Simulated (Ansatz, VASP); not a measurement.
# One calculation of SnO, two programs

```
CELL_PARAMETERS angstrom
3.78928 0.00000 0.00000
0.00000 3.78928 0.00000
0.00000 0.00000 4.81983
ATOMIC_POSITIONS crystal
Sn 0.00000 0.50000 0.23850
Sn 0.50000 0.00000 0.76150
O 0.00000 0.00000 0.00000
O 0.50000 0.50000 0.00000
```

Change from the starting cell: volume scaled by 0.99, crystal datasets.

Alike in both runs: task electric field gradients; functional PBE; k mesh 8 × 8 × 6; occupations fermi-dirac, width 0.01 eV; no spin polarisation.

|  | VASP | Ansatz |
| --- | --- | --- |
| version | VASP 6.6.1 | Ansatz 0.2.0 |
| potentials or method | VASP PAW PBE potentials, release 64 (Sn_d, O), cutoff 520 eV | all-electron PAW with datasets made for the crystal, scalar-relativistic |

```csv
,VASP,Ansatz,Ansatz less VASP
pressure (GPa),5.5,5.2,-0.30
"traceless stress, the component that is largest in VASP (GPa)",-0.93,-0.94,-0.003
rms of the force components (eV/Å),0.242,0.206,-0.0366
size of Vzz on the site where it differs most (V/Å²),167.2,174.7,+7.51
```

Atom by atom the forces differ by 0.037 eV/Å (rms over components). Ansatz ran all-electron here, and VASP with PAW potentials.
